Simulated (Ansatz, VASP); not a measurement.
Sr in VASP and in Ansatz

Contents of INCAR:

```
  ALGO = Normal
  EDIFF = 1E-7
  ENCUT = 520
  GGA = PS
  ISIF = 2
  ISMEAR = 0
  LASPH = T
  LCHARG = T
  LELF = T
  LREAL = F
  LVHAR = T
  LWAVE = F
  NBANDS = 11
  NELM = 60
  PREC = Accurate
  SIGMA = 0.03
```

KPOINTS

```
k-points
0
Gamma
  10 10 10
```

Contents of POSCAR:

```
Sr
1.0
    0.0000000000      3.1944675000      3.0423500000
    3.1944675000      0.0000000000      3.0423500000
    3.1944675000      3.1944675000      0.0000000000
Sr
1
Direct
    0.0000000000      0.0000000000      0.0000000000
```

Input for Ansatz:

```yaml
crystal:
  lattice:
    - [0.0, 3.1944675, 3.04235]
    - [3.1944675, 0.0, 3.04235]
    - [3.1944675, 3.1944675, 0.0]
  atoms:
    - { symbol: Sr, position: [0.0, 0.0, 0.0] }
basis:
  ecutwfc: 420
kpoints:
  mp_grid: { grid: [10, 10, 10] }
hamiltonian:
  xc: pbesol
scf:
  occupations: { method: gaussian, width: 0.03 }
output:
  forces: true
  stress: true
  eigenvalues: true
```

Change from the starting cell: strain +0.050 along x and y, +0.000 along z, atoms carried along.

Alike in both runs: task single point; functional PBEsol; k mesh 10 × 10 × 10; occupations gaussian, width 0.03 eV; no spin polarisation.

|  | VASP | Ansatz |
| --- | --- | --- |
| version | VASP 6.6.1 | Ansatz 0.2.0 |
| potentials or method | VASP PAW PBE potentials, release 64 (Sr_sv), cutoff 520 eV | scalar-relativistic, plane waves, PAW |
| valence electrons in the cell | 10 | 10 |

|  | VASP | Ansatz | Ansatz less VASP |
| --- | --- | --- | --- |
| gap on the k mesh at the Fermi level (eV) | none | none | - |
| pressure (GPa) | -1.6 | -1.6 | -0.01 |
| traceless stress, the component that is largest in VASP (GPa) | 0.09 | 0.09 | 0.000 |

VASP's potentials were made for PBE, not for PBEsol. A gap of «none» marks a metal or a gap that the smearing closes.
